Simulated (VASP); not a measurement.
# BAs: single point with r2SCAN

Crystal: BAs.

```
B As
1.0
     0.00000    2.39187    2.39187
     2.39187    0.00000    2.39187
     2.39187    2.39187    0.00000
B As
1 1
Direct
  0.00000 0.00000 0.00000
  0.25000 0.25000 0.25000
```

```json
{
 "Program": "VASP 6.6.1",
 "Task": "single point",
 "Functional": "r2SCAN",
 "Potentials or basis": "VASP PAW PBE potentials, release 64 (B, As)",
 "Cutoff": "520 eV",
 "k mesh": "8 × 8 × 8",
 "Occupations": "gaussian, width 0.01 eV",
 "Spin": "no spin polarisation"
}
```

The pressure is 0.3 GPa. The band gap on the k mesh is 1.39 eV, indirect (least direct gap 3.44 eV).

Levels at points of the mesh, in eV from the valence-band top:
| k point | band 1 | band 2 | band 3 | band 4 | band 5 | band 6 | band 7 | band 8 | band 9 |
| --- | --- | --- | --- | --- | --- | --- | --- | --- | --- |
| (0.00, 0.00, 0.00) | -16.12 | 0.00 | 0.00 | 0.00 | 3.44 | 3.44 | 3.44 | 5.10 | 10.36 |
| (0.50, 0.00, 0.00) | -13.11 | -9.21 | -1.93 | -1.93 | 2.95 | 5.05 | 5.05 | 9.57 | 13.61 |
| (0.50, 0.50, 0.00) | -11.68 | -9.04 | -4.29 | -4.29 | 1.62 | 1.70 | 12.12 | 12.12 | 13.84 |

It took 110 s on 1 thread of AMD EPYC 7571, on a shared host, peak memory 0.13 GiB.

Caveat: the PAW data sets were made with another functional, which shifts forces and pressure a little. r2SCAN opens gaps a little over a GGA but as a rule still falls short of measured ones.
